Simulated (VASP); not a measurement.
Input of a VASP 6.6.1 run:

The input INCAR:

```
PREC = Accurate
ENCUT = 520
EDIFF = 1E-6
ISMEAR = -1
SIGMA = 0.1
LREAL = F
LASPH = T
NELM = 100
ALGO = Normal
ISIF = 2
LWAVE = F
LCHARG = F
GGA = PS
NBANDS = 28
```

Contents of KPOINTS:

```
regular mesh
0
Gamma
  11 11 3
```

The input POSCAR:

```
Ca
1.0
    3.8546254020      0.0000000000      0.0000000000
   -1.9273127010      3.3382035202      0.0000000000
    0.0000000000      0.0000000000     12.6556987747
Ca
4
Direct
    1.0000000000      0.0000000000      1.0000000000
    1.0000000000      0.0000000000      0.5000000000
    0.3333333333      0.6666666667      0.2500000000
    0.6666666667      0.3333333333      0.7500000000
```

Potentials or basis: VASP PAW PBE potentials, release 64 (Ca_sv).

Command:

```bash
$ cat potpaw_PBE.64/Ca_sv/POTCAR > POTCAR
$ mpirun -np 1 vasp_std > vasp.out
```

Q: What does it give for the pressure?

A: 0.0 GPa.

Q: Predict the band gap on the k mesh.

A: Zero (bands 20 and 21 overlap by 0.34 eV).

Caveat: the PAW data sets were made with another functional, which shifts forces and pressure a little.
